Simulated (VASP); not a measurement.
# NaMg3Te3 (Pmmm) in VASP: single point with PBE

Aim: the single point of NaMg3Te3 with PBE.

All numbers are computed with VASP 6.6.1; they aren't measurements. Logs are shortened: lines on timing, memory, paths and dates and some standing lists are left out, and cuts for length are marked.

### 1 The cell of the first run

Symmetry: Pmmm, No. 47, orthorhombic system. The conventional cell has a = 4.017 Å, b = 4.534 Å, c = 10.476 Å, α = 90.00°, β = 90.00°, γ = 90.00°. Within 4.1 Å of Na (site symmetry mmm) lie 4 Te at 2.94 Å and 6 Mg at 3.03 to 3.37 Å and 2 Na at 4.02 Å. Within 3.8 Å of Mg (site symmetry mm2) lie 4 Te at 2.72 to 2.74 Å and 1 Na at 3.37 Å and 1 Mg at 3.73 Å. Mg (site symmetry mmm) has 4 Te at 2.74 Å and 4 Na at 3.03 Å within 3.6 Å. Within 3.8 Å of Te (site symmetry mm2) lie 4 Mg at 2.72 to 2.74 Å and 2 Na at 2.94 Å and 1 Te at 3.73 Å. Within 3.6 Å of Te (site symmetry mmm) lie 4 Mg at 2.74 Å.

The cell was built from a structure type or drawn by symmetry, and may not be a known phase.

### 2 Single point, PBE

INCAR reads:

```
PREC = Accurate
ENCUT = 520
EDIFF = 1E-6
ISMEAR = 0
SIGMA = 0.1
LREAL = F
LASPH = T
NELM = 100
ALGO = Normal
ISIF = 2
LWAVE = F
LCHARG = F
GGA = PE
NBANDS = 24
```

KPOINTS reads:

```
regular mesh
0
Gamma
  4 4 2
```

POSCAR reads:

```
NaMg3Te3
1.0
    4.0166638000      0.0000000000      0.0000000000
    0.0000000000      4.5338842300      0.0000000000
    0.0000000000      0.0000000000     10.4756070400
Na Mg Te
1 3 3
Direct
    0.5000000000      0.5000000000      0.5000000000
    0.5000000000      0.5000000000      0.1780484600
    0.5000000000      0.5000000000      0.8219515400
    0.0000000000      0.0000000000      0.5000000000
    0.5000000000      0.0000000000      0.3219515400
    0.0000000000      0.5000000000      0.0000000000
    0.5000000000      0.0000000000      0.6780484600
```

Potentials or basis: VASP PAW PBE potentials, release 64 (Na_pv, Mg, Te).

On the command line:

```console
> cat potpaw_PBE.64/Na_pv/POTCAR potpaw_PBE.64/Mg/POTCAR potpaw_PBE.64/Te/POTCAR > POTCAR
> mpirun -np 1 vasp_std > vasp.out
```

OUTCAR:

```text
PREC = Accurate
   ENCUT = 520
   EDIFF = 1E-6
   ISMEAR = 0
   LREAL = F
   LASPH = T
   NELM = 100
   ISIF = 2
   GGA = PE

 ion  position               nearest neighbor table
   1  0.500  0.500  0.500-   5 2.94   7 2.94   5 2.94   7 2.94   4 3.03   4 3.03   4 3.03   4 3.03

   2  0.500  0.500  0.178-   5 2.72   5 2.72   6 2.74   6 2.74
   3  0.500  0.500  0.822-   7 2.72   7 2.72   6 2.74   6 2.74
   4  0.000  0.000  0.500-   5 2.74   7 2.74   5 2.74   7 2.74   1 3.03   1 3.03   1 3.03   1 3.03

   5  0.500  0.000  0.322-   2 2.72   2 2.72   4 2.74   4 2.74   1 2.94   1 2.94
   6  0.000  0.500  0.000-   2 2.74   3 2.74   2 2.74   3 2.74
   7  0.500  0.000  0.678-   3 2.72   3 2.72   4 2.74   4 2.74   1 2.94   1 2.94

  LATTYP: Found a simple orthorhombic cell.
 ALAT       =     4.0166638000
 B/A-ratio  =     1.1287686637
 C/A-ratio  =     2.6080368091

  Lattice vectors:

 A1 = (   4.0166638000,   0.0000000000,   0.0000000000)
 A2 = (   0.0000000000,   4.5338842300,   0.0000000000)
 A3 = (   0.0000000000,   0.0000000000,  10.4756070400)

Analysis of symmetry for initial positions (statically):
=====================================================================
 Subroutine PRICEL returns:
 Original cell was already a primitive cell.

 Routine SETGRP: Setting up the symmetry group for a
 simple orthorhombic supercell.

 Subroutine GETGRP returns: Found  8 space group operations
 (whereof  8 operations were pure point group operations)
 out of a pool of  8 trial point group operations.

The static configuration has the point symmetry D_2h.

Analysis of symmetry for dynamics (positions and initial velocities):
=====================================================================
 Subroutine PRICEL returns:
 Original cell was already a primitive cell.

 Routine SETGRP: Setting up the symmetry group for a
 simple orthorhombic supercell.

 Subroutine GETGRP returns: Found  8 space group operations
 (whereof  8 operations were pure point group operations)
 out of a pool of  8 trial point group operations.

The dynamic configuration has the point symmetry D_2h.

 Subroutine INISYM returns: Found  8 space group operations
 (whereof  8 operations are pure point group operations),
 and found     1 'primitive' translations

----------------------------------------------------------------------------------------

                                     Primitive cell

  volume of cell :     190.7722

  direct lattice vectors                    reciprocal lattice vectors
     4.016663800  0.000000000  0.000000000     0.248962833  0.000000000  0.000000000
     0.000000000  4.533884230  0.000000000     0.000000000  0.220561432  0.000000000
     0.000000000  0.000000000 10.475607040     0.000000000  0.000000000  0.095459862

  length of vectors
     4.016663800  4.533884230 10.475607040     0.248962833  0.220561432  0.095459862

  position of ions in fractional coordinates (direct lattice)
     0.500000000  0.500000000  0.500000000
     0.500000000  0.500000000  0.178048460
     0.500000000  0.500000000  0.821951540
     0.000000000  0.000000000  0.500000000
     0.500000000  0.000000000  0.321951540
     0.000000000  0.500000000  0.000000000
     0.500000000  0.000000000  0.678048460

  ion indices of the primitive-cell ions
   primitive index   ion index
                 1           1
                 2           2
                 3           3
                 4           4
                 5           5
                 6           6
                 7           7

----------------------------------------------------------------------------------------

 KPOINTS: regular mesh

Automatic generation of k-mesh.
 Grid dimensions read from file:
 generate k-points for:    4    4    2

 Generating k-lattice:

  Cartesian coordinates                     Fractional coordinates (reciprocal lattice)
     0.062240708  0.000000000  0.000000000     0.250000000  0.000000000  0.000000000
     0.000000000  0.055140358  0.000000000     0.000000000  0.250000000  0.000000000
     0.000000000  0.000000000  0.047729931     0.000000000  0.000000000  0.500000000

  Length of vectors
     0.062240708  0.055140358  0.047729931

  Shift w.r.t. Gamma in fractional coordinates (k-lattice)
     0.000000000  0.000000000  0.000000000

 Subroutine IBZKPT returns following result:
 ===========================================

 Found     18 irreducible k-points:

 Following reciprocal coordinates:
            Coordinates               Weight
  0.000000  0.000000  0.000000      1.000000
  0.250000  0.000000  0.000000      2.000000
  0.500000  0.000000  0.000000      1.000000
  0.000000  0.250000  0.000000      2.000000
  0.250000  0.250000  0.000000      4.000000
  0.500000  0.250000  0.000000      2.000000
[... 10 lines left out ...]
  0.250000  0.500000  0.500000      2.000000
  0.500000  0.500000  0.500000      1.000000
   k-points           NKPTS =     18   k-points in BZ     NKDIM =     18   number of bands    NBANDS=     24
   number of dos      NEDOS =    301   number of ions     NIONS =      7
   total plane-waves  NPLWV =  86400
   dimension x,y,z NGX =    30 NGY =   36 NGZ =   80
   dimension x,y,z NGXF=    60 NGYF=   72 NGZF=  160
   ions per type =               1   3   3
   NGX,Y,Z   is equivalent  to a cutoff of  12.42, 13.20, 12.70 a.u.
   NGXF,Y,Z  is equivalent  to a cutoff of  24.83, 26.40, 25.39 a.u.
 SYSTEM =  unknown system
   PREC   = accura    normal or accurate (medium, high low for compatibility)
   ISTART =      0    job   : 0-new  1-cont  2-samecut
   ICHARG =      2    charge: 1-file 2-atom 10-const
   ISPIN  =      1    spin polarized calculation?
   LNONCOLLINEAR =      F non collinear calculations
   LSORBIT =      F    spin-orbit coupling
   LASPH  =      T    aspherical Exc in radial PAW
   ENCUT  =  520.0 eV  38.22 Ry    6.18 a.u.   7.47  8.43 19.48*2*pi/ulx,y,z
   NELM   =    100;   NELMIN=  2; NELMDL= -5     # of ELM steps
   EDIFF  = 0.1E-05   stopping-criterion for ELM
   LREAL  =      F    real-space projection
   EDIFFG = 0.1E-04   stopping-criterion for IOM
   NSW    =      0    number of steps for IOM
   IBRION =     -1    ionic relax: 0-MD 1-quasi-New 2-CG
   NFREE  =      0    steps in history (QN), initial steepest desc. (CG)
   ISIF   =      2    stress and relaxation
   ISYM   =      2    0-nonsym 1-usesym 2-fastsym
   POTIM  = 0.5000    time-step for ionic-motion
   TEBEG  =    0.0;   TEEND  =   0.0 temperature during run
   PSTRESS=    0.0 pullay stress
   NELECT =      31.0000    total number of electrons
   NUPDOWN=      -1.0000    fix difference up-down
   EMIN   =  10.00;   EMAX   =-10.00  energy-range for DOS
   EFERMI =   0.00;   METHOD = LEGACY
   ISMEAR =     0;   SIGMA  =   0.10  broadening in eV -4-tet -1-fermi 0-gaus
   EFERMI_NEDOS =   21; number of points for ismear=-14 and -15
   IALGO  =     38    algorithm
   IMIX   =      4    mixing-type and parameters
     AMIX     =   0.40;   BMIX     =  1.00
     AMIX_MAG =   1.60;   BMIX_MAG =  1.00
  volume/ion in A,a.u.               =      27.25       183.91
  Fermi-wavevector in a.u.,A,eV,Ry     =   0.893354  1.688195 10.858562  0.798082
  Thomas-Fermi vector in A             =   2.015421
   LORBIT       =      0    0 simple, 1 ext, 2 COOP (PROOUT), +10 PAW based schemes
   GGA     = PE    functional components
   LHFCALC =     F    Hartree Fock is set to
   AEXX    =    0.0000 exact exchange contribution
   IVDW    =     0    specifies the selected vdW correction
   LEPSILON=     F    determine dielectric tensor
   LRPA    =     F    only Hartree local field effects (RPA)
 non-spin polarized calculation
 Gauss-broadening in eV      SIGMA  =   0.10
  energy-cutoff  :      520.00
  volume of cell :      190.77
 maximum number of plane-waves:      5162
 NGX is ok and might be reduce to    30
   NGX = 15   NGY = 17   NGZ = 39

 number of electron      30.9999997 magnetization

 Free energy of the ion-electron system (eV)
  ---------------------------------------------------
  ext. energy  EPLUGINS =         0.00000000
  ---------------------------------------------------
  free energy    TOTEN  =       -18.14230630 eV

  energy without entropy =      -18.13065286  energy(sigma->0) =      -18.13647958

 E-fermi :   4.9188     XC(G=0):  -8.5252

 val. band max:        4.9092493757   @ k =   0.0000   0.5000   0.5000
 cond. band min:       4.9213680403   @ k =   0.2500   0.0000   0.5000
 fundamental gap:      0.0121186646
 Fermi energy:         4.9188024884

 k-point     1 :       0.0000    0.0000    0.0000
  band No.  band energies     occupation
      1     -20.2429      2.00000
      2     -20.2101      2.00000
      3     -20.1742      2.00000
      4      -8.0142      2.00000
      5      -7.3797      2.00000
      6      -6.8108      2.00000
[... 16 lines left out ...]
     23       8.6223      0.00000
     24       8.9903      0.00000

 k-point     2 :       0.2500    0.0000    0.0000
  band No.  band energies     occupation
      1     -20.2424      2.00000
      2     -20.2096      2.00000
      3     -20.1796      2.00000
      4      -7.7522      2.00000
      5      -7.1701      2.00000
      6      -6.5452      2.00000
[... 16 lines left out ...]
     23       9.3870      0.00000
     24       9.3934      0.00000

 k-point     3 :       0.5000    0.0000    0.0000
  band No.  band energies     occupation
      1     -20.2419      2.00000
      2     -20.2090      2.00000
      3     -20.1850      2.00000
      4      -7.4367      2.00000
      5      -6.9287      2.00000
      6      -6.2302      2.00000
[... 16 lines left out ...]
     23       8.8861      0.00000
     24       9.1304      0.00000
[... 352 lines left out ...]
 k-point    17 :       0.2500    0.5000    0.5000
  band No.  band energies     occupation
      1     -20.2506      2.00000
      2     -20.2078      2.00000
      3     -20.1792      2.00000
      4      -7.4315      2.00000
      5      -6.9410      2.00000
      6      -6.4481      2.00000
[... 16 lines left out ...]
     23       8.3501      0.00000
     24      10.6037      0.00000

 k-point    18 :       0.5000    0.5000    0.5000
  band No.  band energies     occupation
      1     -20.2497      2.00000
      2     -20.2073      2.00000
      3     -20.1844      2.00000
      4      -7.1567      2.00000
      5      -6.7149      2.00000
      6      -6.0980      2.00000
[... 16 lines left out ...]
     23       8.8608      0.00000
     24       9.1077      0.00000

------------------------ aborting loop because EDIFF is reached ----------------------------------------

  FORCE on cell =-STRESS in cart. coord.  units (eV):
  Direction    XX          YY          ZZ          XY          YZ          ZX
  --------------------------------------------------------------------------------------
  -------------------------------------------------------------------------------------
  Total       10.7536071      7.7404163      9.3870176      0.0000000      0.0000000      0.0000000
  in kB       90.3128693     65.0069508     78.8357326      0.0000000      0.0000000      0.0000000
  external PRESSURE =      78.0518509 kB  Pullay stress =       0.0000000 kB

 VOLUME and BASIS-vectors are now :
 -----------------------------------------------------------------------------
  energy-cutoff  :      520.00
  volume of cell :      190.77
      direct lattice vectors                 reciprocal lattice vectors
     4.016663800  0.000000000  0.000000000     0.248962833  0.000000000  0.000000000
     0.000000000  4.533884230  0.000000000     0.000000000  0.220561432  0.000000000
     0.000000000  0.000000000 10.475607040     0.000000000  0.000000000  0.095459862

 POSITION                                       TOTAL-FORCE (eV/Angst)
 -----------------------------------------------------------------------------------
      2.00833      2.26694      5.23780         0.000000     -0.000000      0.000000
      2.00833      2.26694      1.86517         0.000000      0.000000     -0.652545
      2.00833      2.26694      8.61044         0.000000      0.000000      0.652545
      0.00000      0.00000      5.23780         0.000000     -0.000000      0.000000
      2.00833      0.00000      3.37264         0.000000     -0.000000     -0.912183
      0.00000      2.26694      0.00000         0.000000     -0.000000      0.000000
      2.00833      0.00000      7.10297        -0.000000     -0.000000      0.912183
 -----------------------------------------------------------------------------------
    total drift:                                0.000000      0.000000      0.000000

  FREE ENERGIE OF THE ION-ELECTRON SYSTEM (eV)
  ---------------------------------------------------
  free  energy   TOTEN  =       -18.1423063044 eV

  energy  without entropy=      -18.1306528585  energy(sigma->0) =      -18.13647958
```

Run time: 2.9 min. Hardware: 1 thread of Intel Xeon 8259CL, shared host; peak memory 0.32 GiB.

Results:

| Item | Value |
| --- | --- |
| Free energy | -18.1423 eV |
| Pressure | 7.8 GPa |
| Largest force | 0.912 eV/Å |
| Band gap on the k mesh | zero (an odd number of electrons rules out a gap without spin polarisation) |

Forces in eV/Å, atoms in the order of the input:
```
Na   0.000  0.000  0.000
Mg   0.000  0.000 -0.653
Mg   0.000  0.000  0.653
Mg   0.000  0.000  0.000
Te   0.000  0.000 -0.912
Te   0.000  0.000  0.000
Te   0.000  0.000  0.912
```

Caveat: the k points lie up to 0.39 Å⁻¹ apart, too coarse for converged energies and pressures of a metal; spin-orbit coupling is left out, which moves the levels of the heavy elements.
